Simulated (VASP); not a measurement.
Crystal: Rh.

```
CELL_PARAMETERS angstrom
3.53938 0.00000 0.00000
0.00000 3.53938 0.00000
0.00000 0.00000 3.53938
ATOMIC_POSITIONS crystal
Rh 0.50000 0.00000 0.00000
Rh 0.00000 0.50000 0.00000
Rh 0.00000 0.00000 0.50000
```

The cell was built from a structure type or drawn by symmetry, and may not be a known phase.

```yaml
Program: VASP 6.6.1
Task: relaxation of cell and atoms
Functional: PBE
Potentials_or_basis: VASP PAW PBE potentials, release 64 (Rh_pv)
Cutoff: 500 eV
k_mesh: 6 × 6 × 6
Occupations: gaussian, width 0.1 eV
Spin: no spin polarisation
```

At the start: pressure 31.6 GPa; volume 14.78 Å³/atom.

Q: How do energy, volume and symmetry change on relaxing?

A: Over 5 steps the energy falls by 170.7 meV/atom and the volume is 16.73 Å³/atom (+13.2 %); space group Pm-3m (No. 221, to 0.1 Å) before and after.

The path:
| step | energy change (eV) | largest force (eV/Å) | pressure (GPa) | volume (Å³) |
| --- | --- | --- | --- | --- |
| 1 | 0.0000 | 0.0000 | 31.64 | 44.34 |
| 2 | 1.1465 | 0.0000 | -25.79 | 65.83 |
| 3 | -0.5079 | 0.0000 | -2.16 | 50.80 |
| 4 | -0.5119 | 0.0000 | -0.41 | 50.31 |
| 5 | -0.5121 | 0.0000 | 0.04 | 50.19 |

Final structure:
```
CELL_PARAMETERS angstrom
3.68865 0.00000 0.00000
0.00000 3.68865 0.00000
0.00000 0.00000 3.68865
ATOMIC_POSITIONS crystal
Rh 0.50000 0.00000 0.00000
Rh 0.00000 0.50000 0.00000
Rh 0.00000 0.00000 0.50000
```
